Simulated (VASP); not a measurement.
# AlN (F-43m) in VASP: single point with PBEsol

Aim: the single point of AlN with PBEsol.

Program: VASP 6.6.1. These are calculated values, not measurements. Logs are shortened: lines on timing, memory, paths and dates and some standing lists are left out, and cuts for length are marked.

### 1 The cell of the first run

Symmetry: F-43m, No. 216, cubic system. Conventional cell: a = 4.378 Å, b = 4.378 Å, c = 4.378 Å, α = 90.00°, β = 90.00°, γ = 90.00°. Al (site symmetry -43m) has 4 N at 1.90 Å within 2.5 Å. Within 2.5 Å of N (site symmetry -43m) lie 4 Al at 1.90 Å.

### 2 Single point, PBEsol

INCAR

```
PREC     = Accurate       # precision mode
ENCUT    = 520            # plane-wave cutoff, eV
EDIFF    = 1E-7           # SCF threshold, eV
ISMEAR   = -1             # smearing method
SIGMA    = 0.05           # smearing width, eV
LREAL    = Auto         
LASPH    = T              # aspherical terms in the spheres
NELM     = 100            # most SCF steps
ALGO     = Normal         # electronic algorithm
ISIF     = 2              # what is computed and relaxed
LWAVE    = F              # write WAVECAR
LCHARG   = F              # write CHGCAR
GGA      = PS             # functional
NBANDS   = 166            # bands
```

KPOINTS

```
Automatic mesh
0
Gamma
  3 3 3
```

POSCAR

```
AlN
1.0
    8.7554440000      0.0000000000      0.0000000000
    0.0000000000      8.7554440000      0.0000000000
    0.0000000000      0.0000000000      8.7554440000
Al N
32 32
Direct
    0.0000000000      0.0000000000      0.0000000000
    0.0000000000      0.0000000000      0.5000000000
    0.0000000000      0.5000000000      0.0000000000
    0.0000000000      0.5000000000      0.5000000000
    0.5000000000      0.0000000000      0.0000000000
    0.5000000000      0.0000000000      0.5000000000
    0.5000000000      0.5000000000      0.0000000000
    0.5000000000      0.5000000000      0.5000000000
    0.2500000000      0.2500000000      0.0000000000
    0.2500000000      0.2500000000      0.5000000000
    0.2500000000      0.7500000000      0.0000000000
    0.2500000000      0.7500000000      0.5000000000
    0.7500000000      0.2500000000      0.0000000000
    0.7500000000      0.2500000000      0.5000000000
    0.7500000000      0.7500000000      0.0000000000
    0.7500000000      0.7500000000      0.5000000000
    0.2500000000      0.0000000000      0.2500000000
    0.2500000000      0.0000000000      0.7500000000
    0.2500000000      0.5000000000      0.2500000000
    0.2500000000      0.5000000000      0.7500000000
    0.7500000000      0.0000000000      0.2500000000
    0.7500000000      0.0000000000      0.7500000000
    0.7500000000      0.5000000000      0.2500000000
    0.7500000000      0.5000000000      0.7500000000
    0.0000000000      0.2500000000      0.2500000000
    0.0000000000      0.2500000000      0.7500000000
    0.0000000000      0.7500000000      0.2500000000
    0.0000000000      0.7500000000      0.7500000000
    0.5000000000      0.2500000000      0.2500000000
    0.5000000000      0.2500000000      0.7500000000
    0.5000000000      0.7500000000      0.2500000000
    0.5000000000      0.7500000000      0.7500000000
    0.1250000000      0.1250000000      0.1250000000
    0.1250000000      0.1250000000      0.6250000000
    0.1250000000      0.6250000000      0.1250000000
    0.1250000000      0.6250000000      0.6250000000
    0.6250000000      0.1250000000      0.1250000000
    0.6250000000      0.1250000000      0.6250000000
    0.6250000000      0.6250000000      0.1250000000
    0.6250000000      0.6250000000      0.6250000000
    0.3750000000      0.3750000000      0.1250000000
    0.3750000000      0.3750000000      0.6250000000
    0.3750000000      0.8750000000      0.1250000000
    0.3750000000      0.8750000000      0.6250000000
    0.8750000000      0.3750000000      0.1250000000
    0.8750000000      0.3750000000      0.6250000000
    0.8750000000      0.8750000000      0.1250000000
    0.8750000000      0.8750000000      0.6250000000
    0.3750000000      0.1250000000      0.3750000000
    0.3750000000      0.1250000000      0.8750000000
    0.3750000000      0.6250000000      0.3750000000
    0.3750000000      0.6250000000      0.8750000000
    0.8750000000      0.1250000000      0.3750000000
    0.8750000000      0.1250000000      0.8750000000
    0.8750000000      0.6250000000      0.3750000000
    0.8750000000      0.6250000000      0.8750000000
    0.1250000000      0.3750000000      0.3750000000
    0.1250000000      0.3750000000      0.8750000000
    0.1250000000      0.8750000000      0.3750000000
    0.1250000000      0.8750000000      0.8750000000
    0.6250000000      0.3750000000      0.3750000000
    0.6250000000      0.3750000000      0.8750000000
    0.6250000000      0.8750000000      0.3750000000
    0.6250000000      0.8750000000      0.8750000000
```

Potentials or basis: VASP PAW PBE potentials, release 64 (Al, N).

Launch:

```bash
> cat potpaw_PBE.64/Al/POTCAR potpaw_PBE.64/N/POTCAR > POTCAR
> mpirun -np 1 vasp_std > vasp.out
```

OUTCAR:

```text
PREC = Accurate
   ENCUT = 520
   EDIFF = 1E-7
   ISMEAR = -1
   LREAL = Auto
   LASPH = T
   NELM = 100
   ISIF = 2
   GGA = PS

 ion  position               nearest neighbor table
   1  0.000  0.000  0.000-  33 1.90  47 1.90  54 1.90  60 1.90  17 3.10  18 3.10  21 3.10  22 3.10
                            25 3.10  26 3.10  27 3.10  28 3.10   9 3.10  11 3.10  13 3.10  15 3.10
   2  0.000  0.000  0.500-  34 1.90  48 1.90  53 1.90  59 1.90  17 3.10  18 3.10  21 3.10  22 3.10
                            25 3.10  26 3.10  27 3.10  28 3.10  10 3.10  12 3.10  14 3.10  16 3.10
   3  0.000  0.500  0.000-  35 1.90  45 1.90  56 1.90  58 1.90  19 3.10  20 3.10  23 3.10  24 3.10
                            25 3.10  26 3.10  27 3.10  28 3.10   9 3.10  11 3.10  13 3.10  15 3.10
   4  0.000  0.500  0.500-  36 1.90  46 1.90  55 1.90  57 1.90  19 3.10  20 3.10  23 3.10  24 3.10
                            25 3.10  26 3.10  27 3.10  28 3.10  10 3.10  12 3.10  14 3.10  16 3.10
   5  0.500  0.000  0.000-  37 1.90  43 1.90  50 1.90  64 1.90  17 3.10  18 3.10  21 3.10  22 3.10
                            29 3.10  30 3.10  31 3.10  32 3.10   9 3.10  11 3.10  13 3.10  15 3.10
   6  0.500  0.000  0.500-  38 1.90  44 1.90  49 1.90  63 1.90  17 3.10  18 3.10  21 3.10  22 3.10
                            29 3.10  30 3.10  31 3.10  32 3.10  10 3.10  12 3.10  14 3.10  16 3.10
   7  0.500  0.500  0.000-  39 1.90  41 1.90  52 1.90  62 1.90  19 3.10  20 3.10  23 3.10  24 3.10
                            29 3.10  30 3.10  31 3.10  32 3.10   9 3.10  11 3.10  13 3.10  15 3.10
   8  0.500  0.500  0.500-  40 1.90  42 1.90  51 1.90  61 1.90  19 3.10  20 3.10  23 3.10  24 3.10
                            29 3.10  30 3.10  31 3.10  32 3.10  10 3.10  12 3.10  14 3.10  16 3.10
   9  0.250  0.250  0.000-  33 1.90  41 1.90  50 1.90  58 1.90  17 3.10  18 3.10  19 3.10  20 3.10
[... 77 lines left out ...]
  63  0.625  0.875  0.375-   6 1.90  16 1.90  21 1.90  31 1.90
  64  0.625  0.875  0.875-   5 1.90  15 1.90  22 1.90  32 1.90

  LATTYP: Found a simple cubic cell.
 ALAT       =     8.7554440000

  Lattice vectors:

 A1 = (   8.7554440000,   0.0000000000,   0.0000000000)
 A2 = (   0.0000000000,   8.7554440000,   0.0000000000)
 A3 = (   0.0000000000,   0.0000000000,   8.7554440000)

Analysis of symmetry for initial positions (statically):
=====================================================================
 Subroutine PRICEL returns following result:

  LATTYP: Found a face centered cubic cell.
 ALAT       =     4.3777220000

  Lattice vectors:

 A1 = (   2.1888610000,  -2.1888610000,   0.0000000000)
 A2 = (   2.1888610000,   0.0000000000,   2.1888610000)
 A3 = (   0.0000000000,  -2.1888610000,   2.1888610000)

  32 primitive cells build up your supercell.

 Routine SETGRP: Setting up the symmetry group for a
 simple cubic supercell.
[... 117 lines left out ...]
   TEBEG  =    0.0;   TEEND  =   0.0 temperature during run
   PSTRESS=    0.0 pullay stress
   NELECT =     256.0000    total number of electrons
   NUPDOWN=      -1.0000    fix difference up-down
   EMIN   =  10.00;   EMAX   =-10.00  energy-range for DOS
   EFERMI =   0.00;   METHOD = LEGACY
   ISMEAR =    -1;   SIGMA  =   0.05  broadening in eV -4-tet -1-fermi 0-gaus
   EFERMI_NEDOS =   21; number of points for ismear=-14 and -15
   IALGO  =     38    algorithm
   IMIX   =      4    mixing-type and parameters
     AMIX     =   0.40;   BMIX     =  1.00
     AMIX_MAG =   1.60;   BMIX_MAG =  1.00
  volume/ion in A,a.u.               =      10.49        70.77
  Fermi-wavevector in a.u.,A,eV,Ry     =   1.187253  2.243583 19.178363  1.409570
  Thomas-Fermi vector in A             =   2.323408
   LORBIT       =      0    0 simple, 1 ext, 2 COOP (PROOUT), +10 PAW based schemes
   GGA     = PS    functional components
   LHFCALC =     F    Hartree Fock is set to
   AEXX    =    0.0000 exact exchange contribution
   IVDW    =     0    specifies the selected vdW correction
   LEPSILON=     F    determine dielectric tensor
   LRPA    =     F    only Hartree local field effects (RPA)
 non-spin polarized calculation
  energy-cutoff  :      520.00
  volume of cell :      671.17
 maximum number of plane-waves:     18088
 NGX is ok and might be reduce to    70
   NGX = 33   NGY = 33   NGZ = 33

 number of electron     255.9999923 magnetization

 Free energy of the ion-electron system (eV)
  ---------------------------------------------------
  ext. energy  EPLUGINS =         0.00000000
  ---------------------------------------------------
  free energy    TOTEN  =      -499.57125196 eV

  energy without entropy =     -499.57125196  energy(sigma->0) =     -499.57125196

 E-fermi :   7.0600     XC(G=0): -11.1000

 val. band max:        5.8151456977   @ k =   0.0000   0.0000   0.0000
 cond. band min:       8.9991030490   @ k =   0.0000   0.0000   0.0000
 fundamental gap:      3.1839573513
 Fermi energy:         7.0600453533

 k-point     1 :       0.0000    0.0000    0.0000
  band No.  band energies     occupation
      1      -9.1043      2.00000
      2      -7.9719      2.00000
      3      -7.9719      2.00000
      4      -7.9719      2.00000
      5      -7.9719      2.00000
      6      -7.9719      2.00000
[... 561 lines left out ...]
    139      11.4098      0.00000
    140      11.4098      0.00000
 [bands above 140 left out]

------------------------ aborting loop because EDIFF is reached ----------------------------------------

  FORCE on cell =-STRESS in cart. coord.  units (eV):
  Direction    XX          YY          ZZ          XY          YZ          ZX
  --------------------------------------------------------------------------------------
  -------------------------------------------------------------------------------------
  Total       -0.2120826     -0.2120826     -0.2120826     -0.0000000     -0.0000000      0.0000000
  in kB       -0.5062687     -0.5062687     -0.5062687     -0.0000000     -0.0000000      0.0000000
  external PRESSURE =      -0.5062687 kB  Pullay stress =       0.0000000 kB

 VOLUME and BASIS-vectors are now :
 -----------------------------------------------------------------------------
  energy-cutoff  :      520.00
  volume of cell :      671.17
      direct lattice vectors                 reciprocal lattice vectors
     8.755444000  0.000000000  0.000000000     0.114214653  0.000000000  0.000000000
     0.000000000  8.755444000  0.000000000     0.000000000  0.114214653  0.000000000
     0.000000000  0.000000000  8.755444000     0.000000000  0.000000000  0.114214653

 POSITION                                       TOTAL-FORCE (eV/Angst)
 -----------------------------------------------------------------------------------
      0.00000      0.00000      0.00000         0.000000     -0.000000      0.000000
      0.00000      0.00000      4.37772         0.000000     -0.000000      0.000000
      0.00000      4.37772      0.00000         0.000000     -0.000000      0.000000
      0.00000      4.37772      4.37772         0.000000     -0.000000      0.000000
      4.37772      0.00000      0.00000         0.000000     -0.000000      0.000000
      4.37772      0.00000      4.37772         0.000000     -0.000000      0.000000
[... 56 lines left out ...]
      5.47215      7.66101      3.28329        -0.000000      0.000000     -0.000000
      5.47215      7.66101      7.66101        -0.000000      0.000000      0.000000
 -----------------------------------------------------------------------------------
    total drift:                               -0.000000     -0.000000      0.000000

  FREE ENERGIE OF THE ION-ELECTRON SYSTEM (eV)
  ---------------------------------------------------
  free  energy   TOTEN  =      -499.5712519564 eV

  energy  without entropy=     -499.5712519564  energy(sigma->0) =     -499.57125196
```

It took 16 min on 1 thread of AMD EPYC 7R13 (Zen 3), shared host; peak memory 0.8 GiB.

Results:

```yaml
Free_energy: -499.5713 eV
Pressure: -0.1 GPa
Band_gap_on_the_k_mesh: 3.18 eV
```

Caveat: the PAW data sets were made with another functional, which shifts forces and pressure a little; an odd mesh through Γ misses points on the zone boundary, where band edges can lie.
